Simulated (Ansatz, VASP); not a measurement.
# One calculation of Ni, two programs

Contents of POSCAR:

```
Ni
1.0
   -1.3837154700      1.3837154700      1.3837154700
    1.3837154700     -1.3837154700      1.3837154700
    1.3837154700      1.3837154700     -1.3837154700
Ni
1
Direct
    0.0000000000      0.0000000000      0.0000000000
```

INCAR.step1

```
SYSTEM = Ni
PREC = Accurate
ENCUT = 520
ISMEAR = -1
SIGMA = 0.05
LREAL = .False.
LASPH = .True.
NELM = 150
ISPIN = 2
MAGMOM = 1
LMAXMIX = 4
NBANDS = 15
GGA = PE
ALGO = Normal
EDIFF = 1E-4
LWAVE = .True.
LCHARG = .False.
```

Contents of INCAR.step2:

```
SYSTEM = Ni
PREC = Accurate
ENCUT = 520
EDIFF = 1E-7
ISMEAR = -1
SIGMA = 0.05
LREAL = .False.
LASPH = .True.
NELM = 150
ALGO = Normal
ISIF = 2
LWAVE = .False.
LCHARG = .False.
ISPIN = 2
MAGMOM = 1
LORBIT = 11
LMAXMIX = 4
METAGGA = R2SCAN
LMIXTAU = .True.
NBANDS = 15
ISTART = 1
```

Contents of KPOINTS:

```
regular mesh
0
Gamma
  8 8 8
  0 0 0
```

The input input.yaml:

```yaml
crystal:
  lattice:
    - [-1.38371547, 1.38371547, 1.38371547]
    - [1.38371547, -1.38371547, 1.38371547]
    - [1.38371547, 1.38371547, -1.38371547]
  atoms:
    - { symbol: Ni, position: [0.0, 0.0, 0.0], spin: 1.0 }
hamiltonian:
  xc: r2scan
  pseudopotentials: { kind: paw }
magnetization:
  spin_polarized: true
kpoints:
  mp_grid: { grid: [8, 8, 8] }
  band_path:
    path:
      - [[0.0, 0.0, 0.0], [0.5, -0.5, 0.5], [0.0, 0.0, 0.5], [0.0, 0.0, 0.0], [0.25, 0.25, 0.25], [0.5, -0.5, 0.5]]
      - [[0.25, 0.25, 0.25], [0.0, 0.0, 0.5]]
    npoints: 14
scf:
  occupations: { method: fermi_dirac, width: 0.05 }
  n_extra_bands: 6
output:
  forces: true
  stress: true
  eigenvalues: true
  fatbands: false
```

Alike in both runs: functional r2SCAN; k mesh 8 × 8 × 8; occupations fermi-dirac, width 0.05 eV; collinear spin.

|  | VASP | Ansatz |
| --- | --- | --- |
| version | VASP 6.6.1 | Ansatz 0.2.0 |
| potentials or method | VASP PAW PBE potentials, release 64 (Ni) | Ansatz PAW |
| plane-wave cutoff (eV) | 520 | 500 |
| valence electrons in the cell | 10 | 18 |
| task | single point | band structure |

Ansatz gave:

* gap on the k mesh at the Fermi level (eV): none
* pressure (GPa): -0.3
* net moment per atom (μB): 0.59
* size of the moment on the site where the two differ most (μB): 0.65

What did VASP give for the same quantities?

gap on the k mesh at the Fermi level (eV): none; pressure (GPa): 0.2; net moment per atom (μB): 0.59; size of the moment on the site where the two differ most (μB): 0.60.

VASP's potentials were made for PBE, not for r2SCAN. Site moments also hang on the region over which each program counts them. A gap of «none» marks a metal or a gap that the smearing closes. VASP's potentials hold 10 valence electrons a cell and Ansatz's 18, so a difference there can come from the potentials and not from the codes.

The k mesh is coarse, so the values compare programs but aren't converged. Noted on Ansatz's run: the magnetic or orbital state may not be the lowest.
